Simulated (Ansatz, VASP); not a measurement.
**One calculation of Mg2BeS3, two programs**

```
Mg Be S
1.0
     3.60944    0.00000    0.00000
     0.00000    3.60944    0.00000
     0.00000    0.00000    7.84260
Mg Be S
2 1 3
Cartesian
  1.8047 0.0000 2.0595
  0.0000 1.8047 5.7831
  0.0000 0.0000 0.0000
  1.8047 0.0000 4.9020
  0.0000 1.8047 2.9406
  1.8047 1.8047 0.0000
```

Change from the starting cell: species swapped into the Ti2CuSb3 type (P-4m2, No. 115).

Alike in both runs: task single point; functional PBE; k mesh 6 × 6 × 2; occupations gaussian, width 0.1 eV; no spin polarisation.

|  | VASP | Ansatz |
| --- | --- | --- |
| version | VASP 6.6.1 | Ansatz 0.2.0 |
| potentials or method | VASP PAW PBE potentials, release 64 (Mg, Be, S), cutoff 600 eV | scalar-relativistic, plane waves, PAW |
| valence electrons in the cell | 24 | 40 |

```csv
,VASP,Ansatz,Ansatz less VASP
gap on the k mesh at the Fermi level (eV),none,none,-
pressure (GPa),-3.9,-3.7,+0.19
"traceless stress, the component that is largest in VASP (GPa)",6.77,6.77,+0.002
rms of the force components (eV/Å),0.702,0.703,+0.0002
```

Atom by atom the forces differ by 0.002 eV/Å (rms over components). A gap of «none» marks a metal or a gap that the smearing closes. The functional is the same, so the differences come from potentials, cutoffs and numerics. VASP's potentials hold 24 valence electrons a cell and Ansatz's 40, so a difference there can come from the potentials and not from the codes.

The k mesh is coarse, so the values compare programs but aren't converged.
